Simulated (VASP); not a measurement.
TeW:

```
W Te
1.0
     0.00000    3.02418    3.02418
     3.02418    0.00000    3.02418
     3.02418    3.02418    0.00000
W Te
1 1
Direct
  0.00000 0.00000 0.00000
  0.25000 0.25000 0.25000
```

Base run:

- Program: VASP 6.6.1
- Functional: PBEsol
- Potentials or basis: VASP PAW PBE potentials, release 64 (W_sv, Te)
- Cutoff: 520 eV
- k mesh: 12 × 12 × 12
- Occupations: gaussian, width 0.1 eV
- Spin: collinear spin
- Starting moments: [1.0, 0.0] μB

Its results: pressure 0.1 GPa.

The run is repeated on the same cell with these changes: spin from collinear spin to no spin polarisation; further incar settings from ALGO = Normal; EDIFF = 1e-06; NBANDS = 21 to ALGO = Normal; EDIFF = 1e-07; NBANDS = 17. What comes out?

Pressure -1.0 GPa.

Caveats: the PAW data sets were made with another functional, which shifts forces and pressure a little.
